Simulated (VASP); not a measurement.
# HfZrSe4 (P6/mmm) in VASP: notebook

The runs below take HfZrSe4 through single point, with PBE.

Everything below comes from runs of VASP 6.6.1. Logs are shortened: lines on timing, memory, paths and dates and some standing lists are left out, and cuts for length are marked.

### Step 1. The cell of the first run

Symmetry: P6/mmm, No. 191, hexagonal system. The conventional cell has a = 4.751 Å, b = 4.751 Å, c = 6.239 Å, α = 90.00°, β = 90.00°, γ = 120.00°. Within 4.1 Å of Zr (site symmetry 6/mmm) lie 2 Hf at 3.12 Å and 12 Se at 3.15 Å. Hf (site symmetry 6/mmm) has 2 Zr at 3.12 Å and 12 Se at 3.16 Å within 4.1 Å. Within 3.6 Å of Se (site symmetry 3m) lie 5 Se at 2.74 to 3.13 Å and 3 Zr at 3.15 Å and 3 Hf at 3.16 Å.

### Step 2. Single point, PBE

The input, INCAR:

```
ALGO = Normal ; EDIFF = 1E-6
ENCUT = 520 ; GGA = PE
ISIF = 2 ; ISMEAR = 0
LASPH = T ; LCHARG = F
LREAL = F ; LWAVE = F
NBANDS = 32 ; NELM = 100
PREC = Accurate ; SIGMA = 0.1
```

The input, KPOINTS:

```
k-points
0
Gamma
  6 6 2
```

The input, POSCAR:

```
HfZrSe4
1.0
    4.7507372138      0.0000000033      0.0000000000
   -2.3753686097      4.1142591122      0.0000000000
    0.0000000000      0.0000000000      6.2388945404
Zr Hf Se
1 1 4
Direct
    0.0000000000      0.0000000000      0.5000000000
    0.0000000000      0.0000000000      0.0000000000
    0.3333333333      0.6666666667      0.7489922606
    0.3333333333      0.6666666667      0.2510077394
    0.6666666667      0.3333333333      0.7489922606
    0.6666666667      0.3333333333      0.2510077394
```

Potentials or basis: VASP PAW PBE potentials, release 64 (Zr_sv, Hf_pv, Se).

Launch:

```console
> cat potpaw_PBE.64/Zr_sv/POTCAR potpaw_PBE.64/Hf_pv/POTCAR potpaw_PBE.64/Se/POTCAR > POTCAR
> mpirun -np 1 vasp_std > vasp.out
```

OUTCAR:

```text
EDIFF = 1E-6
   ENCUT = 520
   GGA = PE
   ISIF = 2
   ISMEAR = 0
   LASPH = T
   LREAL = F
   NELM = 100
   PREC = Accurate

 ion  position               nearest neighbor table
   1  0.000  0.000  0.500-   2 3.12   2 3.12   4 3.15   5 3.15   6 3.15   3 3.15   3 3.15   4 3.15
                             5 3.15   6 3.15   5 3.15   6 3.15   3 3.15   4 3.15
   2  0.000  0.000  0.000-   1 3.12   1 3.12   4 3.16   5 3.16   6 3.16   3 3.16   3 3.16   4 3.16
                             5 3.16   6 3.16   5 3.16   6 3.16   3 3.16   4 3.16
   3  0.333  0.667  0.749-   5 2.74   5 2.74   5 2.74   1 3.15   1 3.15   1 3.15   2 3.16   2 3.16
                             2 3.16
   4  0.333  0.667  0.251-   6 2.74   6 2.74   6 2.74   1 3.15   1 3.15   1 3.15   2 3.16   2 3.16
                             2 3.16
   5  0.667  0.333  0.749-   3 2.74   3 2.74   3 2.74   1 3.15   1 3.15   1 3.15   2 3.16   2 3.16
                             2 3.16
   6  0.667  0.333  0.251-   4 2.74   4 2.74   4 2.74   1 3.15   1 3.15   1 3.15   2 3.16   2 3.16
                             2 3.16

  LATTYP: Found a hexagonal cell.
 ALAT       =     4.7507372138
 C/A-ratio  =     1.3132476623

  Lattice vectors:

 A1 = (   4.7507372138,   0.0000000033,   0.0000000000)
 A2 = (  -2.3753686097,   4.1142591122,   0.0000000000)
 A3 = (   0.0000000000,   0.0000000000,   6.2388945404)

Analysis of symmetry for initial positions (statically):
=====================================================================
 Subroutine PRICEL returns:
 Original cell was already a primitive cell.

 Routine SETGRP: Setting up the symmetry group for a
 hexagonal supercell.

 Subroutine GETGRP returns: Found 24 space group operations
 (whereof 24 operations were pure point group operations)
 out of a pool of 24 trial point group operations.

The static configuration has the point symmetry D_6h.

Analysis of symmetry for dynamics (positions and initial velocities):
=====================================================================
 Subroutine PRICEL returns:
 Original cell was already a primitive cell.

 Routine SETGRP: Setting up the symmetry group for a
 hexagonal supercell.

 Subroutine GETGRP returns: Found 24 space group operations
 (whereof 24 operations were pure point group operations)
 out of a pool of 24 trial point group operations.

The dynamic configuration has the point symmetry D_6h.

 Subroutine INISYM returns: Found 24 space group operations
[... 96 lines left out ...]
   EDIFFG = 0.1E-04   stopping-criterion for IOM
   NSW    =      0    number of steps for IOM
   IBRION =     -1    ionic relax: 0-MD 1-quasi-New 2-CG
   NFREE  =      0    steps in history (QN), initial steepest desc. (CG)
   ISIF   =      2    stress and relaxation
   ISYM   =      2    0-nonsym 1-usesym 2-fastsym
   POTIM  = 0.5000    time-step for ionic-motion
   TEBEG  =    0.0;   TEEND  =   0.0 temperature during run
   PSTRESS=    0.0 pullay stress
   NELECT =      46.0000    total number of electrons
   NUPDOWN=      -1.0000    fix difference up-down
   EMIN   =  10.00;   EMAX   =-10.00  energy-range for DOS
   EFERMI =   0.00;   METHOD = LEGACY
   ISMEAR =     0;   SIGMA  =   0.10  broadening in eV -4-tet -1-fermi 0-gaus
   EFERMI_NEDOS =   21; number of points for ismear=-14 and -15
   IALGO  =     38    algorithm
   IMIX   =      4    mixing-type and parameters
     AMIX     =   0.40;   BMIX     =  1.00
     AMIX_MAG =   1.60;   BMIX_MAG =  1.00
  volume/ion in A,a.u.               =      20.32       137.15
  Fermi-wavevector in a.u.,A,eV,Ry     =   1.182880  2.235319 19.037340  1.399205
  Thomas-Fermi vector in A             =   2.319125
   LORBIT       =      0    0 simple, 1 ext, 2 COOP (PROOUT), +10 PAW based schemes
   GGA     = PE    functional components
   LHFCALC =     F    Hartree Fock is set to
   AEXX    =    0.0000 exact exchange contribution
   IVDW    =     0    specifies the selected vdW correction
   LEPSILON=     F    determine dielectric tensor
   LRPA    =     F    only Hartree local field effects (RPA)
 non-spin polarized calculation
 Gauss-broadening in eV      SIGMA  =   0.10
  energy-cutoff  :      520.00
  volume of cell :      121.94
 maximum number of plane-waves:      3312
 NGX is ok and might be reduce to    36
   NGX = 17   NGY = 17   NGZ = 23

 number of electron      46.0000004 magnetization

 Free energy of the ion-electron system (eV)
  ---------------------------------------------------
  ext. energy  EPLUGINS =         0.00000000
  ---------------------------------------------------
  free energy    TOTEN  =       -33.33366780 eV

  energy without entropy =      -33.29757278  energy(sigma->0) =      -33.31562029

 E-fermi :   7.4074     XC(G=0): -10.9473

 val. band max:        7.3655085579   @ k =   0.1667   0.0000   0.5000
 cond. band min:       7.4540616656   @ k =   0.3333   0.1667   0.5000
 fundamental gap:      0.0885531077
 Fermi energy:         7.4074291021

 k-point     1 :       0.0000    0.0000    0.0000
  band No.  band energies     occupation
      1     -42.6688      2.00000
      2     -24.9150      2.00000
      3     -24.9150      2.00000
      4     -24.7777      2.00000
      5     -20.7230      2.00000
      6     -20.7230      2.00000
[... 479 lines left out ...]
     31       9.4991      0.00000
     32       9.9516      0.00000

------------------------ aborting loop because EDIFF is reached ----------------------------------------

  FORCE on cell =-STRESS in cart. coord.  units (eV):
  Direction    XX          YY          ZZ          XY          YZ          ZX
  --------------------------------------------------------------------------------------
  -------------------------------------------------------------------------------------
  Total        0.0240003      0.0240003     -0.1290826      0.0000000      0.0000000     -0.0000000
  in kB        0.3153314      0.3153314     -1.6959693      0.0000000      0.0000000     -0.0000000
  external PRESSURE =      -0.3551022 kB  Pullay stress =       0.0000000 kB

 VOLUME and BASIS-vectors are now :
 -----------------------------------------------------------------------------
  energy-cutoff  :      520.00
  volume of cell :      121.94
      direct lattice vectors                 reciprocal lattice vectors
     4.750737214  0.000000003  0.000000000     0.210493646  0.121528564  0.000000000
    -2.375368610  4.114259112  0.000000000    -0.000000000  0.243057127  0.000000000
     0.000000000  0.000000000  6.238894540     0.000000000  0.000000000  0.160284806

 POSITION                                       TOTAL-FORCE (eV/Angst)
 -----------------------------------------------------------------------------------
      0.00000      0.00000      3.11945        -0.000000      0.000000      0.000000
      0.00000      0.00000      0.00000        -0.000000      0.000000      0.000000
     -0.00000      2.74284      4.67288         0.000000     -0.000000      0.015576
     -0.00000      2.74284      1.56601         0.000000     -0.000000     -0.015576
      2.37537      1.37142      4.67288        -0.000000     -0.000000      0.015576
      2.37537      1.37142      1.56601        -0.000000      0.000000     -0.015576
 -----------------------------------------------------------------------------------
    total drift:                               -0.000000     -0.000000      0.000000

  FREE ENERGIE OF THE ION-ELECTRON SYSTEM (eV)
  ---------------------------------------------------
  free  energy   TOTEN  =       -33.3336678017 eV

  energy  without entropy=      -33.2975727825  energy(sigma->0) =      -33.31562029
```

stdout:

```text
POSCAR found type information on POSCAR ZrHfSe
 POSCAR found :  3 types and       6 ions
 scaLAPACK will be used
 LDA part: xc-table for (Slater+PW92), standard interpolation
 POSCAR, INCAR and KPOINTS ok, starting setup
 FFT: planning ... GRIDC
 FFT: planning ... GRID_SOFT
 FFT: planning ... GRID
 WAVECAR not read
 entering main loop
```

Run time: 33 s. Hardware: 1 thread of AMD EPYC 9R45 (Zen 5), shared host; peak memory 0.23 GiB.

What came out:

* Free energy: -33.3337 eV
* Pressure: 0.0 GPa
* Largest force: 0.016 eV/Å
* Band gap on the k mesh: zero (band 23 reaches 7.69 eV, above the bottom of band 24 at 6.89 eV)

Forces on the atoms (eV/Å):
```
Zr   0.000  0.000  0.000
Hf   0.000  0.000  0.000
Se   0.000  0.000  0.016
Se   0.000  0.000 -0.016
Se   0.000  0.000  0.016
Se   0.000  0.000 -0.016
```

Caveat: the k points lie up to 0.50 Å⁻¹ apart; spin-orbit coupling is left out, which moves the levels of the heavy elements.

(Continued in part 2 of 3.)
